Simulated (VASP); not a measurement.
BAs: relaxation of cell and atoms with PBE

The system is BAs.

```xyz
2
Lattice="0.0000 2.3089 2.3089 2.3089 0.0000 2.3089 2.3089 2.3089 0.0000" Properties=species:S:1:pos:R:3 pbc="T T T"
B     2.3089    2.3089    2.3089
As    0.0000    0.0000    0.0000
```

| Item | Value |
| --- | --- |
| Program | VASP 6.6.1 |
| Task | relaxation of cell and atoms |
| Functional | PBE |
| Potentials or basis | VASP PAW PBE potentials, release 64 (B, As) |
| Cutoff | 600 eV |
| k mesh | 20 × 20 × 20 |
| Occupations | gaussian, width 0.1 eV |
| Spin | no spin polarisation |
| Dipole correction | no |
| Further INCAR settings | ALGO = Normal; EDIFF = 1e-06; IBRION = 2; EDIFFG = -0.01; NSW = 100; ISIF = 3 |

```yaml
Pressure_after_relaxing: 0.0 GPa
Band_gap_on_the_k_mesh: zero (band 4 reaches 8.81 eV, above the bottom of band 5 at 3.84 eV)
```

Final structure:
```
CELL_PARAMETERS angstrom
0.00000 2.30894 2.30894
2.30894 0.00000 2.30894
2.30894 2.30894 0.00000
ATOMIC_POSITIONS crystal
B 0.50000 0.50000 0.50000
As 0.00000 0.00000 0.00000
```

Levels at points of the mesh, in eV from the Fermi level:
```tsv
k point	band 1	band 2	band 3	band 4	band 5	band 6	band 7	band 8
(0.00, 0.00, 0.00)	-15.88	-0.02	-0.02	-0.02	3.41	7.65	7.65	7.65
(0.50, 0.00, 0.00)	-12.14	-9.67	1.07	1.07	1.33	1.33	4.11	5.42
(0.50, 0.50, 0.00)	-10.72	-7.85	-3.71	-3.71	-3.40	3.71	10.53	10.53
```

Run time: 45 s on 1 thread of AMD EPYC 7R13 Processor (Zen 3) (shared host), peak memory 0.19 GiB.

Caveat: the relaxation stopped at its first step, so nothing moved.
